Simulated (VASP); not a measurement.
# W3C4 (a cell with a defect) (Qusongite) in VASP: further runs

Runs on W3C4 (a cell with a defect) (Qusongite). Level: PBE. Tasks: single point.

Everything below comes from runs of VASP 6.6.1. Logs are shortened: lines on timing, memory, paths and dates and some standing lists are left out, and cuts for length are marked.

## (1) The cell of the first run

The cell holds a defect, 7 atoms: a = 5.813 Å, b = 2.907 Å, c = 5.673 Å, α = 90.00°, β = 90.00°, γ = 120.00°.

## (2) Single point, PBE

INCAR

```
PREC     = Accurate       # precision mode
ENCUT    = 520            # plane-wave cutoff, eV
EDIFF    = 1E-6           # SCF threshold, eV
ISMEAR   = 0              # smearing method
SIGMA    = 0.1            # smearing width, eV
LREAL    = False          # projectors in reciprocal space
LASPH    = True           # aspherical terms in the spheres
NELM     = 120            # most SCF steps
ALGO     = Normal         # electronic algorithm
ISIF     = 2              # what is computed and relaxed
LWAVE    = False          # write WAVECAR
LCHARG   = False          # write CHGCAR
GGA      = PE             # functional
NBANDS   = 38             # bands
GGA_COMPAT= False
```

KPOINTS

```
regular mesh
0
Gamma
  4 4 2
```

POSCAR

```
W3C4
1.0
    5.8130000000      0.0000000000      0.0000000000
   -1.4532500000      2.5171030000      0.0000000000
    0.0000000000      0.0000000000      5.6732000000
C W
4 3
Direct
    0.3333333002      0.3333332009      0.2500000000
    0.3333333002      0.3333332009      0.7500000000
    0.8333333002      0.3333332009      0.2500000000
    0.8333333002      0.3333332009      0.7500000000
   -0.0044486785     -0.0044487651      0.4167002750
    0.5000000000      0.0000000000      0.0000000000
    0.5000000000      0.0000000000      0.5000000000
```

Potentials or basis: VASP PAW PBE potentials, release 64 (C, W_sv).

Launch:

```console
cat potpaw_PBE.64/C/POTCAR potpaw_PBE.64/W_sv/POTCAR > POTCAR
mpirun -np 1 vasp_std > vasp.out
```

OUTCAR:

```text
PREC = Accurate
   ENCUT = 520
   EDIFF = 1E-6
   ISMEAR = 0
   LREAL = False
   LASPH = True
   NELM = 120
   ISIF = 2
   GGA = PE

 ion  position               nearest neighbor table
   1  0.333  0.333  0.250-   5 1.95   6 2.20   7 2.20   7 2.20   6 2.20
   2  0.333  0.333  0.750-   6 2.20   7 2.20   6 2.20   7 2.20   5 2.54
   3  0.833  0.333  0.250-   5 1.92   5 1.92   6 2.20   7 2.20
   4  0.833  0.333  0.750-   6 2.20   7 2.20   5 2.52   5 2.52
   5  0.996  0.996  0.417-   3 1.92   3 1.92   1 1.95   4 2.52   4 2.52   2 2.54   7 2.93   7 2.93
                             7 2.96   7 2.96
   6  0.500  0.000  0.000-   3 2.20   4 2.20   1 2.20   2 2.20   1 2.20   2 2.20   7 2.84   7 2.84

   7  0.500  0.000  0.500-   3 2.20   4 2.20   1 2.20   2 2.20   1 2.20   2 2.20   6 2.84   6 2.84
                             5 2.93   5 2.93   5 2.96   5 2.96

  Warning from LATTYP: Monoclinic adjustment (A1->A3, A2->A1, A3->A2)!
  LATTYP: Found a simple orthorhombic cell.
 ALAT       =     2.9065001419
 B/A-ratio  =     1.7320507512
 C/A-ratio  =     1.9519008164

  Lattice vectors:

 A1 = (   1.4532500000,  -2.5171030000,   0.0000000000)
 A2 = (   4.3597500000,   2.5171030000,   0.0000000000)
 A3 = (   0.0000000000,   0.0000000000,   5.6732000000)

Analysis of symmetry for initial positions (statically):
=====================================================================
 Subroutine PRICEL returns:
 Original cell was already a primitive cell.

 Routine SETGRP: Setting up the symmetry group for a
 simple orthorhombic supercell.

 Subroutine GETGRP returns: Found  2 space group operations
 (whereof  2 operations were pure point group operations)
 out of a pool of  8 trial point group operations.

The static configuration has the point symmetry C_1h.

Analysis of symmetry for dynamics (positions and initial velocities):
=====================================================================
 Subroutine PRICEL returns:
 Original cell was already a primitive cell.

 Routine SETGRP: Setting up the symmetry group for a
 simple orthorhombic supercell.

 Subroutine GETGRP returns: Found  2 space group operations
 (whereof  2 operations were pure point group operations)
 out of a pool of  8 trial point group operations.

The dynamic configuration has the point symmetry C_1h.

 Subroutine INISYM returns: Found  2 space group operations
 (whereof  2 operations are pure point group operations),
 and found     1 'primitive' translations

----------------------------------------------------------------------------------------

                                     Primitive cell

  volume of cell :      83.0098

  direct lattice vectors                    reciprocal lattice vectors
     5.813000000  0.000000000  0.000000000     0.172028213  0.099320528  0.000000000
    -1.453250000  2.517103000  0.000000000     0.000000000  0.397282114  0.000000000
     0.000000000  0.000000000  5.673200000     0.000000000  0.000000000  0.176267362

  length of vectors
     5.813000000  2.906500142  5.673200000     0.198641067  0.397282114  0.176267362

  position of ions in fractional coordinates (direct lattice)
     0.333333300  0.333333201  0.250000000
     0.333333300  0.333333201  0.750000000
     0.833333300  0.333333201  0.250000000
     0.833333300  0.333333201  0.750000000
     0.995551322  0.995551235  0.416700275
     0.500000000  0.000000000  0.000000000
     0.500000000  0.000000000  0.500000000

  ion indices of the primitive-cell ions
   primitive index   ion index
                 1           1
                 2           2
                 3           3
                 4           4
                 5           5
                 6           6
                 7           7

----------------------------------------------------------------------------------------

 KPOINTS: regular mesh

Automatic generation of k-mesh.
 Grid dimensions read from file:
 generate k-points for:    4    4    2

 Generating k-lattice:

  Cartesian coordinates                     Fractional coordinates (reciprocal lattice)
     0.043007053  0.024830132  0.000000000     0.250000000  0.000000000  0.000000000
     0.000000000  0.099320528  0.000000000     0.000000000  0.250000000  0.000000000
     0.000000000  0.000000000  0.088133681     0.000000000  0.000000000  0.500000000

  Length of vectors
     0.049660267  0.099320528  0.088133681

  Shift w.r.t. Gamma in fractional coordinates (k-lattice)
     0.000000000  0.000000000  0.000000000

 Subroutine IBZKPT returns following result:
 ===========================================

 Found     18 irreducible k-points:

 Following reciprocal coordinates:
            Coordinates               Weight
  0.000000  0.000000  0.000000      1.000000
  0.250000  0.000000  0.000000      2.000000
  0.500000  0.000000  0.000000      1.000000
  0.000000  0.250000  0.000000      4.000000
  0.250000  0.250000  0.000000      2.000000
 -0.250000  0.250000  0.000000      2.000000
[... 10 lines left out ...]
  0.250000  0.500000  0.500000      2.000000
  0.500000  0.500000  0.500000      1.000000
   k-points           NKPTS =     18   k-points in BZ     NKDIM =     18   number of bands    NBANDS=     38
   number of dos      NEDOS =    301   number of ions     NIONS =      7
   total plane-waves  NPLWV =  48384
   dimension x,y,z NGX =    48 NGY =   24 NGZ =   42
   dimension x,y,z NGXF=    96 NGYF=   48 NGZF=   84
   ions per type =               4   3
   NGX,Y,Z   is equivalent  to a cutoff of  13.73, 13.73, 12.31 a.u.
   NGXF,Y,Z  is equivalent  to a cutoff of  27.46, 27.46, 24.62 a.u.
 SYSTEM =  unknown system
   PREC   = accura    normal or accurate (medium, high low for compatibility)
   ISTART =      0    job   : 0-new  1-cont  2-samecut
   ICHARG =      2    charge: 1-file 2-atom 10-const
   ISPIN  =      1    spin polarized calculation?
   LNONCOLLINEAR =      F non collinear calculations
   LSORBIT =      F    spin-orbit coupling
   LASPH  =      T    aspherical Exc in radial PAW
   ENCUT  =  520.0 eV  38.22 Ry    6.18 a.u.  10.81  5.40 10.55*2*pi/ulx,y,z
   NELM   =    120;   NELMIN=  2; NELMDL= -5     # of ELM steps
   EDIFF  = 0.1E-05   stopping-criterion for ELM
   LREAL  =      F    real-space projection
   EDIFFG = 0.1E-04   stopping-criterion for IOM
   NSW    =      0    number of steps for IOM
   IBRION =     -1    ionic relax: 0-MD 1-quasi-New 2-CG
   NFREE  =      0    steps in history (QN), initial steepest desc. (CG)
   ISIF   =      2    stress and relaxation
   ISYM   =      2    0-nonsym 1-usesym 2-fastsym
   POTIM  = 0.5000    time-step for ionic-motion
   TEBEG  =    0.0;   TEEND  =   0.0 temperature during run
   PSTRESS=    0.0 pullay stress
   NELECT =      58.0000    total number of electrons
   NUPDOWN=      -1.0000    fix difference up-down
   EMIN   =  10.00;   EMAX   =-10.00  energy-range for DOS
   EFERMI =   0.00;   METHOD = LEGACY
   ISMEAR =     0;   SIGMA  =   0.10  broadening in eV -4-tet -1-fermi 0-gaus
   EFERMI_NEDOS =   21; number of points for ismear=-14 and -15
   IALGO  =     38    algorithm
   IMIX   =      4    mixing-type and parameters
     AMIX     =   0.40;   BMIX     =  1.00
     AMIX_MAG =   1.60;   BMIX_MAG =  1.00
  volume/ion in A,a.u.               =      11.86        80.03
  Fermi-wavevector in a.u.,A,eV,Ry     =   1.452695  2.745195 28.712674  2.110322
  Thomas-Fermi vector in A             =   2.570047
   LORBIT       =      0    0 simple, 1 ext, 2 COOP (PROOUT), +10 PAW based schemes
   GGA     = PE    functional components
   LHFCALC =     F    Hartree Fock is set to
   AEXX    =    0.0000 exact exchange contribution
   IVDW    =     0    specifies the selected vdW correction
   LEPSILON=     F    determine dielectric tensor
   LRPA    =     F    only Hartree local field effects (RPA)
 non-spin polarized calculation
 Gauss-broadening in eV      SIGMA  =   0.10
  energy-cutoff  :      520.00
  volume of cell :       83.01
 maximum number of plane-waves:      2261
 NGX is ok and might be reduce to    48
   NGX = 21   NGY = 11   NGZ = 21

 number of electron      58.0000001 magnetization

 Free energy of the ion-electron system (eV)
  ---------------------------------------------------
  ext. energy  EPLUGINS =         0.00000000
  ---------------------------------------------------
  free energy    TOTEN  =       -69.19748327 eV

  energy without entropy =      -69.18478980  energy(sigma->0) =      -69.19113653

 E-fermi :   8.1518     XC(G=0): -12.3982

 val. band max:        8.1435840528   @ k =   0.2500   0.2500   0.0000
 cond. band min:       8.1564997724   @ k =   0.2500   0.5000   0.0000
 fundamental gap:      0.0129157197
 Fermi energy:         8.1517660576

 k-point     1 :       0.0000    0.0000    0.0000
  band No.  band energies     occupation
      1     -66.1759      2.00000
      2     -65.8593      2.00000
      3     -65.7343      2.00000
      4     -30.6266      2.00000
      5     -30.5615      2.00000
      6     -30.4412      2.00000
[... 30 lines left out ...]
     37      13.1810      0.00000
     38      13.3465      0.00000

 k-point     2 :       0.2500    0.0000    0.0000
  band No.  band energies     occupation
      1     -66.1759      2.00000
      2     -65.8568      2.00000
      3     -65.7368      2.00000
      4     -30.6334      2.00000
      5     -30.4905      2.00000
      6     -30.4181      2.00000
[... 30 lines left out ...]
     37      12.6948      0.00000
     38      13.1987      0.00000

 k-point     3 :       0.5000    0.0000    0.0000
  band No.  band energies     occupation
      1     -66.1759      2.00000
      2     -65.8541      2.00000
      3     -65.7394      2.00000
      4     -30.6342      2.00000
      5     -30.4650      2.00000
      6     -30.2966      2.00000
[... 30 lines left out ...]
     37      12.6618      0.00000
[... 535 lines left out ...]
 k-point    17 :       0.2500    0.5000    0.5000
  band No.  band energies     occupation
      1     -66.1468      2.00000
      2     -65.8229      2.00000
      3     -65.7113      2.00000
      4     -30.6689      2.00000
      5     -30.6418      2.00000
      6     -30.4345      2.00000
[... 30 lines left out ...]
     37      12.9945      0.00000
     38      13.7559      0.00000

 k-point    18 :       0.5000    0.5000    0.5000
  band No.  band energies     occupation
      1     -66.1468      2.00000
      2     -65.8229      2.00000
      3     -65.7114      2.00000
      4     -30.6417      2.00000
      5     -30.6328      2.00000
      6     -30.4026      2.00000
[... 30 lines left out ...]
     37      13.0419      0.00000
     38      13.3249      0.00000

------------------------ aborting loop because EDIFF is reached ----------------------------------------

  FORCE on cell =-STRESS in cart. coord.  units (eV):
  Direction    XX          YY          ZZ          XY          YZ          ZX
  --------------------------------------------------------------------------------------
  -------------------------------------------------------------------------------------
  Total        1.7660842      4.7929060     -4.2542406     -2.6213042      0.2927310      0.5070248
  in kB       34.0872983     92.5081695    -82.1113557    -50.5939514      5.6500182      9.7861168
  external PRESSURE =      14.8280374 kB  Pullay stress =       0.0000000 kB

 VOLUME and BASIS-vectors are now :
 -----------------------------------------------------------------------------
  energy-cutoff  :      520.00
  volume of cell :       83.01
      direct lattice vectors                 reciprocal lattice vectors
     5.813000000  0.000000000  0.000000000     0.172028213  0.099320528  0.000000000
    -1.453250000  2.517103000  0.000000000     0.000000000  0.397282114  0.000000000
     0.000000000  0.000000000  5.673200000     0.000000000  0.000000000  0.176267362

 POSITION                                       TOTAL-FORCE (eV/Angst)
 -----------------------------------------------------------------------------------
      1.45325      0.83903      1.41830         2.421005      1.397768     -1.268827
      1.45325      0.83903      4.25490         0.717689      0.414358     -0.676311
      4.35975      0.83903      1.41830        -2.445475     -1.411896     -2.485223
      4.35975      0.83903      4.25490        -1.787572     -1.032055     -1.315535
      4.34035      2.50591      2.36402        -0.166459     -0.096105      6.200379
      2.90650      0.00000      0.00000         1.157598      0.668339     -1.727464
      2.90650      0.00000      2.83660         0.103214      0.059590      1.272981
 -----------------------------------------------------------------------------------
    total drift:                               -0.000228      0.000471     -0.000065

  FREE ENERGIE OF THE ION-ELECTRON SYSTEM (eV)
  ---------------------------------------------------
  free  energy   TOTEN  =       -69.1974832692 eV

  energy  without entropy=      -69.1847897955  energy(sigma->0) =      -69.19113653
```

It took 28 s on 1 thread of Intel Xeon 6975P-C (Granite Rapids), shared host; peak memory 0.22 GiB.

What came out:

```yaml
Free_energy: -69.1975 eV
Pressure: 1.5 GPa
Largest_force: 6.203 eV/Å
Band_gap_on_the_k_mesh: zero (band 29 reaches 8.84 eV, above the bottom of band 30 at 7.94 eV)
```

Forces in eV/Å, atoms in the order of the input:
```
C    2.421  1.398 -1.269
C    0.718  0.414 -0.676
C   -2.445 -1.412 -2.485
C   -1.788 -1.032 -1.316
W   -0.166 -0.096  6.200
W    1.158  0.668 -1.727
W    0.103  0.060  1.273
```

Levels at points of the mesh, in eV from the Fermi level:
```csv
k point,band 27,band 28,band 29,band 30,band 31,band 32
"(0.00, 0.00, 0.00)",-1.18,-0.75,0.69,0.71,1.39,1.69
"(0.50, 0.00, 0.00)",-1.49,-0.98,-0.16,0.49,1.58,1.64
"(0.00, 0.50, 0.00)",-0.66,-0.56,0.12,0.43,1.14,1.53
"(0.50, 0.50, 0.00)",-1.35,-0.51,-0.48,0.26,1.47,1.90
"(0.00, 0.00, 0.50)",-1.39,-0.40,-0.33,0.89,1.34,1.46
"(0.50, 0.00, 0.50)",-2.00,-0.60,-0.29,0.49,1.03,1.30
"(0.00, 0.50, 0.50)",-1.65,-0.67,0.57,0.99,1.21,1.21
"(0.50, 0.50, 0.50)",-1.68,-1.60,-0.42,0.46,1.09,2.36
```

Caveat: the k points lie up to 0.62 Å⁻¹ apart; spin-orbit coupling is left out, which moves the levels of the heavy elements.

## (3) Single point, PBE

INCAR is that of step 2.

KPOINTS

```
Automatic mesh
0
Gamma
  4 4 2
```

Edit POSCAR of step 2 so:

```diff
@@ -12,3 +12,3 @@
     0.8333333002      0.3333332009      0.7500000000
-   -0.0044486785     -0.0044487651      0.4167002750
+   -0.0009677318     -0.0009677792      0.3333637101
     0.5000000000      0.0000000000      0.0000000000
```

Potentials or basis: VASP PAW PBE potentials, release 64 (C, W_sv).

Launch:

```console
cat potpaw_PBE.64/C/POTCAR potpaw_PBE.64/W_sv/POTCAR > POTCAR
mpirun -np 1 vasp_std > vasp.out
```

Wall time 26 s (1 thread of Intel Xeon 6975P-C (Granite Rapids), shared host); peak memory 0.22 GiB.

Results (log left out):

```yaml
Free_energy: -64.7619 eV
Pressure: 25.2 GPa
Largest_force: 11.118 eV/Å
Band_gap_on_the_k_mesh: zero (band 29 reaches 9.02 eV, above the bottom of band 30 at 8.08 eV)
```

Forces on the atoms (eV/Å):
```
C    7.616  4.397 -2.900
C    1.224  0.707 -0.424
C   -8.005 -4.622 -6.179
C   -1.941 -1.120 -0.897
W   -0.002 -0.001 10.482
W    0.651  0.376 -2.205
W    0.457  0.264  2.123
```

Stress tensor (GPa, compression positive):
```
33.92 -7.22  1.55
-7.22 42.25  0.89
 1.55  0.89 -0.70
```

Levels at points of the mesh, in eV from the Fermi level:
| k point | band 27 | band 28 | band 29 | band 30 | band 31 | band 32 |
| --- | --- | --- | --- | --- | --- | --- |
| (0.00, 0.00, 0.00) | -1.63 | -1.12 | 0.53 | 0.91 | 1.28 | 1.65 |
| (0.50, 0.00, 0.00) | -1.40 | -0.82 | -0.06 | 0.02 | 1.39 | 1.46 |
| (0.00, 0.50, 0.00) | -1.08 | -0.22 | 0.03 | 0.44 | 0.53 | 0.86 |
| (0.50, 0.50, 0.00) | -1.89 | -1.05 | -0.24 | 0.36 | 1.13 | 1.67 |
| (0.00, 0.00, 0.50) | -1.92 | -0.52 | -0.08 | 0.80 | 0.82 | 1.83 |
| (0.50, 0.00, 0.50) | -1.84 | -0.37 | -0.34 | 0.31 | 0.99 | 1.42 |
| (0.00, 0.50, 0.50) | -1.37 | -0.38 | -0.17 | -0.04 | 0.25 | 1.32 |
| (0.50, 0.50, 0.50) | -1.58 | -1.56 | -0.13 | 0.10 | 0.61 | 1.82 |

Caveat: the k points lie up to 0.62 Å⁻¹ apart; spin-orbit coupling is left out, which moves the levels of the heavy elements.

(Continued in part 2 of 2.)
